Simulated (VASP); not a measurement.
Input of a VASP 6.6.1 run:

Contents of INCAR:

```
SYSTEM = Ba
PREC     = Accurate       ! precision mode
ENCUT    = 520            ! plane-wave cutoff, eV
EDIFF    = 1E-6           ! SCF threshold, eV
ISMEAR   = 0              ! smearing method
SIGMA    = 0.15           ! smearing width, eV
LREAL    = .False.        ! projectors in reciprocal space
LASPH    = .True.         ! aspherical terms in the spheres
NELM     = 80             ! most SCF steps
ALGO     = Fast           ! electronic algorithm
ISIF     = 2              ! what is computed and relaxed
LWAVE    = .False.        ! write WAVECAR
LCHARG   = .False.        ! write CHGCAR
NBANDS   = 11             ! bands
```

KPOINTS

```
regular mesh
0
Gamma
  16 16 16
  0 0 0
```

File POSCAR:

```
Ba
1.0
    3.5984618652      0.0000000000      0.0000000000
    0.0000000000      3.5984618652      0.0000000000
    0.0000000000      0.0000000000      3.7097545002
Ba
1
Direct
    0.0000000000      0.0000000000      0.0000000000
```

Potentials or basis: VASP PAW LDA potentials, release 64 (Ba_sv).

Command:

```sh
$ cat potpaw_LDA.64/Ba_sv/POTCAR > POTCAR
$ mpirun -np 1 vasp_std > vasp.out
```

Q: What does it give for the pressure?

A: 1.0 GPa.

Q: Predict the band gap on the k mesh.

A: Zero (bands 5 and 6 overlap by 0.63 eV).

Stress tensor (GPa, compression positive):
```
1.36 0.00 0.00
0.00 1.36 0.00
0.00 0.00 0.14
```

Caveat: the cell differs from its parent crystal (strain -0.030 along x and y, +0.000 along z); spin-orbit coupling is left out, which moves the levels of the heavy elements.
